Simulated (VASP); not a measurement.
The system is HfSi2.

```
CELL_PARAMETERS angstrom
1.82339 -7.29594 0.00000
1.82339 7.29594 0.00000
0.00000 0.00000 3.64861
ATOMIC_POSITIONS crystal
Hf 0.89426 0.10574 0.25000
Hf 0.10574 0.89426 0.75000
Si 0.25021 0.74979 0.25000
Si 0.74979 0.25021 0.75000
Si 0.44717 0.55283 0.75000
Si 0.55283 0.44717 0.25000
```

| Item | Value |
| --- | --- |
| Program | VASP 6.6.1 |
| Task | relaxation of cell and atoms |
| Functional | LDA |
| Potentials or basis | VASP PAW LDA potentials, release 64 (Hf_pv, Si) |
| Cutoff | 500 eV |
| k mesh | 10 × 10 × 10 |
| Occupations | gaussian, width 0.1 eV |
| Spin | no spin polarisation |

At the start: pressure -4.9 GPa; volume 16.18 Å³/atom.

Question: Where does the relaxation end?

Answer: Over 11 steps the energy falls by 10.4 meV/atom and the volume is 15.58 Å³/atom (-3.7 %); space group Cmcm (No. 63, to 0.05 Å).

The path:
```tsv
step	energy change (eV)	largest force (eV/Å)	pressure (GPa)	volume (Å³)
1	0.0000	0.1554	-4.85	97.08
2	0.0093	0.2703	6.16	90.36
3	-0.0525	0.2068	0.06	93.77
4	-0.0525	0.2080	0.16	93.71
5	-0.0583	0.1247	0.14	93.59
6	-0.0619	0.0076	0.13	93.40
7	-0.0623	0.0115	-0.18	93.59
8	-0.0623	0.0079	-0.12	93.55
9	-0.0623	0.0097	0.14	93.40
10	-0.0624	0.0088	0.01	93.48
11	-0.0624	0.0048	0.00	93.48
```

Final structure:
```
Hf Si
1.0
     1.81233   -7.13575    0.00000
     1.81233    7.13575    0.00000
     0.00000    0.00000    3.61415
Hf Si
2 4
Direct
  0.89529 0.10471 0.25000
  0.10471 0.89529 0.75000
  0.25015 0.74985 0.25000
  0.74985 0.25015 0.75000
  0.44514 0.55486 0.75000
  0.55486 0.44514 0.25000
```
